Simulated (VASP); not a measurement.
## LiCl: single point with PBE

LiCl:

```xyz
4
Lattice="4.1907 0.0000 0.0000 -2.0953 3.6292 0.0000 0.0000 0.0000 5.3187" Properties=species:S:1:pos:R:3 pbc="T T T"
Li    0.0000    2.4195    1.3297
Li    2.0953    1.2097    3.9891
Cl    0.0000    2.4195    3.9891
Cl    2.0953    1.2097    1.3297
```

```yaml
Program: VASP 6.6.1
Task: single point
Functional: PBE
Potentials_or_basis: VASP PAW PBE potentials, release 64 (Li_sv, Cl)
Cutoff: 520 eV
k_mesh: 6 × 6 × 4
Occupations: gaussian, width 0.1 eV
Spin: no spin polarisation
```

| Item | Value |
| --- | --- |
| Band gap on the k mesh | 5.56 eV |

Levels at points of the mesh, in eV from the valence-band top:
| k point | band 7 | band 8 | band 9 | band 10 | band 11 | band 12 | band 13 | band 14 |
| --- | --- | --- | --- | --- | --- | --- | --- | --- |
| (0.00, 0.00, 0.00) | -1.32 | -0.59 | -0.59 | 0.00 | 5.56 | 7.95 | 8.79 | 8.79 |
| (0.50, 0.00, 0.00) | -1.77 | -1.39 | -0.93 | -0.65 | 7.29 | 8.33 | 8.82 | 10.16 |
| (0.00, 0.00, 0.50) | -0.96 | -0.96 | -0.96 | -0.96 | 7.47 | 7.47 | 8.82 | 8.82 |
| (0.50, 0.00, 0.50) | -1.28 | -1.28 | -0.49 | -0.49 | 7.18 | 7.18 | 9.18 | 9.18 |

Wall time 33 s on 1 thread of Intel Xeon 8259CL, with other jobs on the host, peak memory 0.19 GiB.
